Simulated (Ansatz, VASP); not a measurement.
**One calculation of Al15Co, two programs**

INCAR

```
SYSTEM = Al15Co
PREC     = Accurate       ! precision mode
ENCUT    = 520            ! plane-wave cutoff, eV
EDIFF    = 1E-6           ! SCF threshold, eV
ISMEAR   = 0              ! smearing method
SIGMA    = 0.1            ! smearing width, eV
LREAL    = Auto         
LASPH    = .True.         ! aspherical terms in the spheres
NELM     = 150            ! most SCF steps
ALGO     = Normal         ! electronic algorithm
ISIF     = 2              ! what is computed and relaxed
LWAVE    = .False.        ! write WAVECAR
LCHARG   = .False.        ! write CHGCAR
ISPIN    = 2              ! spin polarisation
MAGMOM   = 3 0 0 0 0 0 0 0 0 0 0 0 0 0 0 0 ! initial moments
LORBIT   = 11             ! projections on sites
LMAXMIX  = 4              ! l up to which the mixer works
GGA      = PE             ! functional
IBRION   = 2              ! ionic algorithm
NSW      = 65             ! ionic steps
EDIFFG   = -0.025         ! ionic threshold
```

Contents of KPOINTS:

```
regular mesh
0
Gamma
  1 1 1
  0 0 0
```

POSCAR

```
Al15Co
1.0
   -4.0416209214     -4.0416209214      4.0416209214
    4.0416209214      4.0416209214      4.0416209214
   -4.0416209214      4.0416209214     -4.0416209214
Co Al
1 15
Direct
    0.0000000000      0.0000000000      0.0000000000
    0.2500000000      0.0000000000      0.7500000000
    0.0000000000      0.2500000000      0.7500000000
    0.5000000000      0.0000000000      0.5000000000
    0.2500000000      0.2500000000      0.5000000000
    0.0000000000      0.5000000000      0.5000000000
    0.7500000000      0.0000000000      0.2500000000
    0.5000000000      0.2500000000      0.2500000000
    0.2500000000      0.5000000000      0.2500000000
    0.0000000000      0.7500000000      0.2500000000
    0.7500000000      0.2500000000      0.0000000000
    0.5000000000      0.5000000000      0.0000000000
    0.2500000000      0.7500000000      0.0000000000
    0.7500000000      0.5000000000      0.7500000000
    0.5000000000      0.7500000000      0.7500000000
    0.7500000000      0.7500000000      0.5000000000
```

Input for Ansatz:

```yaml
crystal:
  lattice:
    - [-4.0416209214, -4.0416209214, 4.0416209214]
    - [4.0416209214, 4.0416209214, 4.0416209214]
    - [-4.0416209214, 4.0416209214, -4.0416209214]
  atoms:
    - { symbol: Co, position: [0.0, 0.0, 0.0], spin: 3.0 }
    - { symbol: Al, position: [0.25, 0.0, 0.75] }
    - { symbol: Al, position: [0.0, 0.25, 0.75] }
    - { symbol: Al, position: [0.5, 0.0, 0.5] }
    - { symbol: Al, position: [0.25, 0.25, 0.5] }
    - { symbol: Al, position: [0.0, 0.5, 0.5] }
    - { symbol: Al, position: [0.75, 0.0, 0.25] }
    - { symbol: Al, position: [0.5, 0.25, 0.25] }
    - { symbol: Al, position: [0.25, 0.5, 0.25] }
    - { symbol: Al, position: [0.0, 0.75, 0.25] }
    - { symbol: Al, position: [0.75, 0.25, 0.0] }
    - { symbol: Al, position: [0.5, 0.5, 0.0] }
    - { symbol: Al, position: [0.25, 0.75, 0.0] }
    - { symbol: Al, position: [0.75, 0.5, 0.75] }
    - { symbol: Al, position: [0.5, 0.75, 0.75] }
    - { symbol: Al, position: [0.75, 0.75, 0.5] }
basis:
  ecutwfc: 420
  xc_grid: 2
kpoints:
  mp_grid: { grid: [1, 1, 1], shift: [0.0, 0.0, 0.0] }
hamiltonian:
  xc: pbe
scf:
  occupations: { method: gaussian, width: 0.1 }
output:
  forces: true
  stress: false
  eigenvalues: true
  populations: true
magnetization:
  spin_polarized: true
relax:
  adjacent_minimum: "off"
  f_tol: 0.025
  max_steps: 45
```

Alike in both runs: task relaxation of the atoms; functional PBE; k mesh 1 × 1 × 1; occupations gaussian, width 0.1 eV; collinear spin.

|  | VASP | Ansatz |
| --- | --- | --- |
| version | VASP 6.6.1 | Ansatz 0.2.0 |
| potentials or method | VASP PAW PBE potentials, release 64 (Co, Al), cutoff 520 eV | scalar-relativistic, plane waves, PAW |
| valence electrons in the cell | 54 | 62 |

VASP gave:

```
net moment per atom (μB)                                      : 0.25
size of the moment on the site where the two differ most (μB) : 0.06
```

Question: Estimate Ansatz's values.

Answer: net moment per atom (μB): 0.25; size of the moment on the site where the two differ most (μB): 0.21.

Site moments also hang on the region over which each program counts them. VASP's potentials hold 54 valence electrons a cell and Ansatz's 62, so a difference there can come from the potentials and not from the codes.
